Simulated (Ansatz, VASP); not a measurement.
## Two plane-wave programs on W

```xyz
1
Lattice="-1.7251 1.7251 1.7251 1.7251 -1.7251 1.7251 1.7251 1.7251 -1.7251" Properties=species:S:1:pos:R:3 pbc="T T T"
W     0.0000    0.0000    0.0000
```

Change from the starting cell: strain +0.080 along x and y, +0.080 along z, atoms carried along.

Alike in both runs: task single point; functional PBEsol; k mesh 20 × 20 × 20; occupations gaussian, width 0.15 eV; no spin polarisation.

|  | VASP | Ansatz |
| --- | --- | --- |
| version | VASP 6.6.1 | Ansatz 0.2.0 |
| potentials or method | VASP PAW PBE potentials, release 64 (W_sv), cutoff 520 eV | scalar-relativistic, plane waves, PAW |
| valence electrons in the cell | 14 | 14 |

|  | VASP | Ansatz | Ansatz less VASP |
| --- | --- | --- | --- |
| gap on the k mesh at the Fermi level (eV) | none | none | - |
| pressure (GPa) | -48.8 | -48.8 | -0.03 |

VASP's potentials were made for PBE, not for PBEsol. A gap of «none» marks a metal or a gap that the smearing closes. Both programs put the cell under strong tension, so it lies far from rest at this level. With one functional, cell and mesh, what is left measures potentials, basis and numerics.

Spin-orbit coupling is off throughout. Noted on VASP's run: the cell as given lies far from equilibrium.
